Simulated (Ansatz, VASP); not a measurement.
# Pd in VASP and in Ansatz

Contents of INCAR:

```
SYSTEM = Pd
PREC = Accurate
ENCUT = 500
EDIFF = 1E-6
ISMEAR = 0
SIGMA = 0.1
LREAL = .FALSE.
LASPH = .TRUE.
NELM = 120
ALGO = Normal
ISIF = 2
LWAVE = .FALSE.
LCHARG = .FALSE.
NBANDS = 11
GGA_COMPAT = .FALSE.
```

KPOINTS

```
Automatic mesh
0
G
  8 8 8
  0 0 0
```

Contents of POSCAR:

```
Pd
1.0
    0.0000000000      1.9449000000      1.9449000000
    1.9449000000      0.0000000000      1.9449000000
    1.9449000000      1.9449000000      0.0000000000
Pd
1
Direct
    0.0000000000      0.0000000000      0.0000000000
```

Input for Ansatz:

```yaml
crystal:
  lattice:
    - [0.0, 1.9449, 1.9449]
    - [1.9449, 0.0, 1.9449]
    - [1.9449, 1.9449, 0.0]
  atoms:
    - { symbol: Pd, position: [0.0, 0.0, 0.0] }
basis:
  ecutwfc: 420
kpoints:
  mp_grid: { grid: [8, 8, 8] }
hamiltonian:
  xc: lda
scf:
  occupations: { method: gaussian, width: 0.1 }
output:
  forces: true
  stress: true
  eigenvalues: true
```

Alike in both runs: task single point; functional LDA; k mesh 8 × 8 × 8; occupations gaussian, width 0.1 eV; no spin polarisation.

|  | VASP | Ansatz |
| --- | --- | --- |
| version | VASP 6.6.1 | Ansatz 0.2.0 |
| potentials or method | VASP PAW LDA potentials, release 64 (Pd), cutoff 500 eV | scalar-relativistic, plane waves, PAW |
| valence electrons in the cell | 10 | 18 |

VASP gave:

```
gap on the k mesh at the Fermi level (eV) : none
pressure (GPa)                            : -6.8
```

Problem. Estimate Ansatz's values.

Solution. gap on the k mesh at the Fermi level (eV): none; pressure (GPa): -7.1.

LDA's correlation is that of Perdew and Zunger in VASP and of Perdew and Wang (1992) in Ansatz. A gap of «none» marks a metal or a gap that the smearing closes. VASP's potentials hold 10 valence electrons a cell and Ansatz's 18, so a difference there can come from the potentials and not from the codes.
